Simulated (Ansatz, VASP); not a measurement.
## One calculation of Al3B2N, two programs

```xyz
6
Lattice="2.4030 1.3874 3.7838 -2.4030 1.3874 3.7838 0.0000 -2.7748 3.7838" Properties=species:S:1:pos:R:3 pbc="T T T"
Al   -1.2015    0.6937    1.8919
Al    1.2015    0.6937    1.8919
Al    0.0000   -1.3874    1.8919
B     0.0000    0.0000    7.1028
B     0.0000    0.0000    4.2486
N     0.0000    0.0000    0.0000
```

Change from the starting cell: species swapped into the Tb2Al3Fe type (R-3m, No. 166).

Alike in both runs: task single point; functional PBE; k mesh 6 × 6 × 6; occupations gaussian, width 0.1 eV; no spin polarisation.

|  | VASP | Ansatz |
| --- | --- | --- |
| version | VASP 6.6.1 | Ansatz 0.2.0 |
| potentials or method | VASP PAW PBE potentials, release 64 (Al, B, N), cutoff 520 eV | scalar-relativistic, plane waves, PAW |
| valence electrons in the cell | 20 | 20 |

```tsv
	VASP	Ansatz	Ansatz less VASP
gap on the k mesh at the Fermi level (eV)	none	none	-
pressure (GPa)	-2.8	-2.7	+0.06
traceless stress, the component that is largest in VASP (GPa)	-32.95	-33.00	-0.046
rms of the force components (eV/Å)	0.148	0.148	+0.0004
```

Atom by atom the forces differ by 0.000 eV/Å (rms over components). A gap of «none» marks a metal or a gap that the smearing closes.
